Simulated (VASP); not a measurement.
# Ti6S in VASP: notebook, part 2 of 2

VASP 6.6.1. Earlier steps stand in the parts before.

**3. Single point, PBE**

INCAR

```
SYSTEM = Ti6S
PREC = Accurate
ENCUT = 520
EDIFF = 1E-6
ISMEAR = 0
SIGMA = 0.1
LREAL = .FALSE.
LASPH = .TRUE.
NELM = 100
ALGO = Normal
ISIF = 2
LWAVE = .FALSE.
LCHARG = .TRUE.
LDIPOL = .TRUE.
IDIPOL = 3
DIPOL = 0.5 0.5 0.364
GGA = PE
LELF = .TRUE.
LVHAR = .TRUE.
LVACPOTAV = .TRUE.
NBANDS = 48
```

KPOINTS

```
Automatic mesh
0
G
  9 6 1
  0 0 0
```

POSCAR

```
Ti6S
1.0
    2.8319727860      0.0000000000      0.0000000000
    0.0000000000      4.5793473380      0.0000000000
    0.0000000000      0.0000000000     22.0506909065
Ti S
6 1
Direct
    0.5000000000      0.0000000000      0.1814002118
    0.0000000000      0.5000000000      0.2413504290
    0.5000000000      0.0000000000      0.3013006462
    0.5000000000      0.5000000000      0.3625816208
    0.0000000000      0.0000000000      0.4208167734
    0.5000000000      0.5000000000      0.4784743912
    0.8333333333      0.6000000000      0.5639619127
```

Potentials or basis: VASP PAW PBE potentials, release 64 (Ti_sv, S).

Launch:

```bash
cat potpaw_PBE.64/Ti_sv/POTCAR potpaw_PBE.64/S/POTCAR > POTCAR
mpirun -np 1 vasp_std > vasp.out
```

OUTCAR:

```text
SYSTEM = Ti6S
   PREC = Accurate
   ENCUT = 520
   EDIFF = 1E-6
   ISMEAR = 0
   LREAL = .FALSE.
   LASPH = .TRUE.
   NELM = 100
   ISIF = 2
   GGA = PE

 ion  position               nearest neighbor table
   1  0.500  0.000  0.181-   3 2.64
   2  0.000  0.500  0.241-
   3  0.500  0.000  0.301-   1 2.64   4 2.66   4 2.66
   4  0.500  0.500  0.363-   6 2.56   3 2.66   3 2.66
   5  0.000  0.000  0.421-
   6  0.500  0.500  0.478-   7 2.16   4 2.56   7 2.71
   7  0.833  0.600  0.564-   6 2.16   6 2.71

  LATTYP: Found a simple orthorhombic cell.
 ALAT       =     2.8319727860
 B/A-ratio  =     1.6170167173
 C/A-ratio  =     7.7863357358

  Lattice vectors:

 A1 = (   2.8319727860,   0.0000000000,   0.0000000000)
 A2 = (   0.0000000000,   4.5793473380,   0.0000000000)
 A3 = (   0.0000000000,   0.0000000000,  22.0506909065)

Analysis of symmetry for initial positions (statically):
=====================================================================
 Subroutine PRICEL returns:
 Original cell was already a primitive cell.

 Routine SETGRP: Setting up the symmetry group for a
 simple orthorhombic supercell.

 Subroutine GETGRP returns: Found  1 space group operations
 (whereof  1 operations were pure point group operations)
 out of a pool of  8 trial point group operations.

The static configuration has the point symmetry C_1 .

Analysis of symmetry for dynamics (positions and initial velocities):
=====================================================================
 Subroutine PRICEL returns:
 Original cell was already a primitive cell.

 Routine SETGRP: Setting up the symmetry group for a
 simple orthorhombic supercell.

 Subroutine GETGRP returns: Found  1 space group operations
 (whereof  1 operations were pure point group operations)
 out of a pool of  8 trial point group operations.

The dynamic configuration has the point symmetry C_1 .

 Subroutine INISYM returns: Found  1 space group operations
 (whereof  1 operations are pure point group operations),
 and found     1 'primitive' translations

----------------------------------------------------------------------------------------

                                     Primitive cell

  volume of cell :     285.9663

  direct lattice vectors                    reciprocal lattice vectors
     2.831972786  0.000000000  0.000000000     0.353110738  0.000000000  0.000000000
     0.000000000  4.579347338  0.000000000     0.000000000  0.218371730  0.000000000
     0.000000000  0.000000000 22.050690907     0.000000000  0.000000000  0.045350053

  length of vectors
     2.831972786  4.579347338 22.050690907     0.353110738  0.218371730  0.045350053

  position of ions in fractional coordinates (direct lattice)
     0.500000000  0.000000000  0.181400212
     0.000000000  0.500000000  0.241350429
     0.500000000  0.000000000  0.301300646
     0.500000000  0.500000000  0.362581621
[... 43 lines left out ...]
  0.111111  0.000000  0.000000      2.000000
  0.222222  0.000000  0.000000      2.000000
  0.333333  0.000000  0.000000      2.000000
  0.444444  0.000000  0.000000      2.000000
  0.000000  0.166667  0.000000      2.000000
[... 16 lines left out ...]
  0.444444 -0.333333  0.000000      2.000000
  0.000000  0.500000  0.000000      1.000000
 [... further k-points ...]
   k-points           NKPTS =     28   k-points in BZ     NKDIM =     28   number of bands    NBANDS=     48
   number of dos      NEDOS =    301   number of ions     NIONS =      7
   total plane-waves  NPLWV = 145152
   dimension x,y,z NGX =    24 NGY =   36 NGZ =  168
   dimension x,y,z NGXF=    48 NGYF=   72 NGZF=  336
   ions per type =               6   1
   NGX,Y,Z   is equivalent  to a cutoff of  14.09, 13.07, 12.67 a.u.
   NGXF,Y,Z  is equivalent  to a cutoff of  28.18, 26.14, 25.33 a.u.
 SYSTEM =  Ti6S
   PREC   = accura    normal or accurate (medium, high low for compatibility)
   ISTART =      0    job   : 0-new  1-cont  2-samecut
   ICHARG =      2    charge: 1-file 2-atom 10-const
   ISPIN  =      1    spin polarized calculation?
   LNONCOLLINEAR =      F non collinear calculations
   LSORBIT =      F    spin-orbit coupling
   LASPH  =      T    aspherical Exc in radial PAW
   ENCUT  =  520.0 eV  38.22 Ry    6.18 a.u.   5.27  8.51 41.00*2*pi/ulx,y,z
   NELM   =    100;   NELMIN=  2; NELMDL= -5     # of ELM steps
   EDIFF  = 0.1E-05   stopping-criterion for ELM
   LREAL  =      F    real-space projection
   EDIFFG = 0.1E-04   stopping-criterion for IOM
   NSW    =      0    number of steps for IOM
   IBRION =     -1    ionic relax: 0-MD 1-quasi-New 2-CG
   NFREE  =      0    steps in history (QN), initial steepest desc. (CG)
   ISIF   =      2    stress and relaxation
   ISYM   =      2    0-nonsym 1-usesym 2-fastsym
   POTIM  = 0.5000    time-step for ionic-motion
   TEBEG  =    0.0;   TEEND  =   0.0 temperature during run
   PSTRESS=    0.0 pullay stress
   NELECT =      78.0000    total number of electrons
   NUPDOWN=      -1.0000    fix difference up-down
   EMIN   =  10.00;   EMAX   =-10.00  energy-range for DOS
   EFERMI =   0.00;   METHOD = LEGACY
   ISMEAR =     0;   SIGMA  =   0.10  broadening in eV -4-tet -1-fermi 0-gaus
   EFERMI_NEDOS =   21; number of points for ismear=-14 and -15
   IALGO  =     38    algorithm
   IMIX   =      4    mixing-type and parameters
     AMIX     =   0.40;   BMIX     =  1.00
     AMIX_MAG =   1.60;   BMIX_MAG =  1.00
  volume/ion in A,a.u.               =      40.85       275.69
  Fermi-wavevector in a.u.,A,eV,Ry     =   1.061699  2.006320 15.336552  1.127205
  Thomas-Fermi vector in A             =   2.197124
   LORBIT       =      0    0 simple, 1 ext, 2 COOP (PROOUT), +10 PAW based schemes
   GGA     = PE    functional components
   LHFCALC =     F    Hartree Fock is set to
   AEXX    =    0.0000 exact exchange contribution
   IVDW    =     0    specifies the selected vdW correction
   LEPSILON=     F    determine dielectric tensor
   LRPA    =     F    only Hartree local field effects (RPA)
 non-spin polarized calculation
 Gauss-broadening in eV      SIGMA  =   0.10
  energy-cutoff  :      520.00
  volume of cell :      285.97
 maximum number of plane-waves:      7748
 NGX is ok and might be reduce to    24
   NGX = 11   NGY = 17   NGZ = 81

 dipolmoment           0.000000      0.000000     -0.065752 electrons x Angstroem

 number of electron      77.9999998 magnetization

 dipolmoment           0.000000      0.000000      0.163940 electrons x Angstroem

 Free energy of the ion-electron system (eV)
  ---------------------------------------------------
  ext. energy  EPLUGINS =         0.00000000
  ---------------------------------------------------
  free energy    TOTEN  =       -49.32805075 eV

  energy without entropy =      -49.27363011  energy(sigma->0) =      -49.30084043

 E-fermi :   0.8390     XC(G=0):  -5.7402

 val. band max:        0.8306494352   @ k =   0.2222   0.1667   0.0000
 cond. band min:       0.8517860308   @ k =   0.3333   0.1667   0.0000
 fundamental gap:      0.0211365956
 Fermi energy:         0.8389811765

 k-point     1 :       0.0000    0.0000    0.0000
  band No.  band energies     occupation
      1     -56.1284      2.00000
      2     -56.0368      2.00000
      3     -56.0168      2.00000
      4     -55.8739      2.00000
      5     -55.7764      2.00000
      6     -55.6746      2.00000
[... 1213 lines left out ...]
     47       2.1084      0.00000
     48       2.4044      0.00000

 [... further k-points ...]

------------------------ aborting loop because EDIFF is reached ----------------------------------------

  FORCE on cell =-STRESS in cart. coord.  units (eV):
  Direction    XX          YY          ZZ          XY          YZ          ZX
  --------------------------------------------------------------------------------------
  -------------------------------------------------------------------------------------
  Total       -0.7502730     -3.0771867     -0.4939495      0.2207443      0.4520443      1.8713461
  in kB       -4.2035385    -17.2404884     -2.7674401      1.2367594      2.5326592     10.4845509
  external PRESSURE =      -8.0704890 kB  Pullay stress =       0.0000000 kB

 VOLUME and BASIS-vectors are now :
 -----------------------------------------------------------------------------
  energy-cutoff  :      520.00
  volume of cell :      285.97
      direct lattice vectors                 reciprocal lattice vectors
     2.831972786  0.000000000  0.000000000     0.353110738  0.000000000  0.000000000
     0.000000000  4.579347338  0.000000000     0.000000000  0.218371730  0.000000000
     0.000000000  0.000000000 22.050690907     0.000000000  0.000000000  0.045350053

 POSITION                                       TOTAL-FORCE (eV/Angst)
 -----------------------------------------------------------------------------------
      1.41599      0.00000      4.00000         0.002797      0.018537      0.389929
      0.00000      2.28967      5.32194         0.000494      0.008456     -0.042792
      1.41599      0.00000      6.64389         0.015767     -0.068030     -0.300041
      1.41599      2.28967      7.99518        -0.017156      0.048871      0.032177
      0.00000      0.00000      9.27930        -0.084835     -0.186687     -0.594039
      1.41599      2.28967     10.55069        -0.873043      0.051616      0.502706
      2.35998      2.74761     12.43575         0.955975      0.127237      0.012059
 -----------------------------------------------------------------------------------
    total drift:                               -0.000017      0.000037     -0.000237

  FREE ENERGIE OF THE ION-ELECTRON SYSTEM (eV)
  ---------------------------------------------------
  free  energy   TOTEN  =       -49.3280507481 eV

  energy  without entropy=      -49.2736301144  energy(sigma->0) =      -49.30084043

 vacuum level on the upper side and lower side of the slab         6.506         4.218
```

Wall time 12 min (1 thread of Intel Xeon 6975P-C (Granite Rapids), shared host); peak memory 0.52 GiB.

What came out:

| Property | Result |
| --- | --- |
| Free energy | -49.3281 eV |
| Largest force | 1.009 eV/Å |
| Band gap on the k mesh | zero (band 39 reaches 0.91 eV, above the bottom of band 40 at 0.75 eV) |

Forces on the atoms (eV/Å):
```
Ti   0.003  0.019  0.390
Ti   0.000  0.008 -0.043
Ti   0.016 -0.068 -0.300
Ti  -0.017  0.049  0.032
Ti  -0.085 -0.187 -0.594
Ti  -0.873  0.052  0.503
S    0.956  0.127  0.012
```

**4. Single point, PBE**

INCAR

```
ALGO = Normal ; DIPOL = 0.5 0.5 0.359
EDIFF = 1E-6 ; ENCUT = 520
GGA = PE ; IDIPOL = 3
ISIF = 2 ; ISMEAR = 0
LASPH = T ; LCHARG = F
LDIPOL = T ; LREAL = F
LWAVE = F ; NBANDS = 48
NELM = 100 ; PREC = Accurate
SIGMA = 0.1
```

KPOINTS

```
k-points
0
Gamma
  9 6 1
```

POSCAR, as its differences from that of step 3:

```diff
@@ -14,2 +14,2 @@
     0.5000000000      0.5000000000      0.4784743912
-    0.8333333333      0.6000000000      0.5639619127
+    0.6666666667      0.9000000000      0.5265804603
```

Launch:

```bash
cat potpaw_PBE.64/Ti_sv/POTCAR potpaw_PBE.64/S/POTCAR > POTCAR
mpirun -np 1 vasp_std > vasp.out
```

It took 10 min on 1 thread of Intel Xeon 6975P-C (Granite Rapids), shared host; peak memory 0.51 GiB.

The run converged. Its results:

| Item | Value |
| --- | --- |
| Free energy | -49.9345 eV |
| Largest force | 2.105 eV/Å |
| Band gap on the k mesh | zero (band 39 reaches 1.37 eV, above the bottom of band 40 at 1.23 eV) |

Forces on the atoms (eV/Å):
```
Ti  -0.002  0.013  0.369
Ti   0.014 -0.024 -0.006
Ti   0.020 -0.037 -0.307
Ti  -0.028  0.024 -0.121
Ti   0.007 -0.157  0.140
Ti  -0.458 -1.876 -0.076
S    0.446  2.058 -0.001
```

Levels at points of the mesh, in eV from the Fermi level:
```tsv
k point	band 35	band 36	band 37	band 38	band 39	band 40	band 41	band 42	band 43	band 44
(0.00, 0.00, 0.00)	-0.79	-0.56	-0.39	-0.12	0.07	0.19	0.23	0.40	0.75	0.81
(0.00, 0.50, 0.00)	-0.53	-0.42	-0.34	-0.28	-0.09	-0.03	0.26	0.34	0.48	0.56
```
